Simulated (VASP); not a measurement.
Input of a VASP 6.6.1 run:

INCAR

```
  PREC = Accurate
  ENCUT = 520
  EDIFF = 1E-6
  ISMEAR = 0
  SIGMA = 0.1
  LREAL = False
  LASPH = True
  NELM = 150
  ALGO = Normal
  ISIF = 2
  LWAVE = False
  LCHARG = False
  ISPIN = 2
  MAGMOM = 1.61 0.33
  LORBIT = 11
  LMAXMIX = 4
  GGA = PE
  NBANDS = 19
```

The input KPOINTS:

```
Automatic mesh
0
Gamma
  18 18 18
```

Contents of POSCAR:

```
NiO
1.0
    0.0000000000      2.1081760633      2.1081760633
    2.1081760633      0.0000000000      2.1081760633
    2.1081760633      2.1081760633      0.0000000000
Ni O
1 1
Direct
    0.0000000000      0.0000000000      0.0000000000
    0.5000000000      0.5000000000      0.5000000000
```

Potentials or basis: VASP PAW PBE potentials, release 64 (Ni, O).

Run with:

```sh
$ cat potpaw_PBE.64/Ni/POTCAR potpaw_PBE.64/O/POTCAR > POTCAR
$ mpirun -np 1 vasp_std > vasp.out
```

Question: What does it give for the site moments?

Answer: Ni +1.45; O +0.27 μB.

Question: Predict the net moment.

Answer: 1.77 μB per cell.

Question: Estimate the pressure.

Answer: -0.6 GPa.

Caveat: a cell with one magnetic atom can't hold antiferromagnetic order, which such compounds often take; semilocal functionals often make such compounds metallic where correlation or magnetic order opens a gap, which also shifts bond lengths.

**What was measured.**

“Local correlations, non-local screening, multiplets, and band formation in NiO”, 2012, arxiv:1210.6675 quotes, for a bulk crystal of NiO: band gap 4.3 eV.

A measured gap of NiO is 4.3 eV (quoted in “Local correlations, non-local screening, multiplets, and band formation in NiO”, 2012, arxiv:1210.6675); the calculated 0.00 eV misses it by -4.30 eV. So large a miss can be the level of theory's own, or it may mean another phase, state or a wrong row. The value is that of PBE on a finite k mesh, which can miss the band edges, without temperature or zero-point motion. Semilocal functionals fall short of measured gaps as a rule. The run's magnetic order (collinear spin, ferromagnetic start) needn't be the measured crystal's.
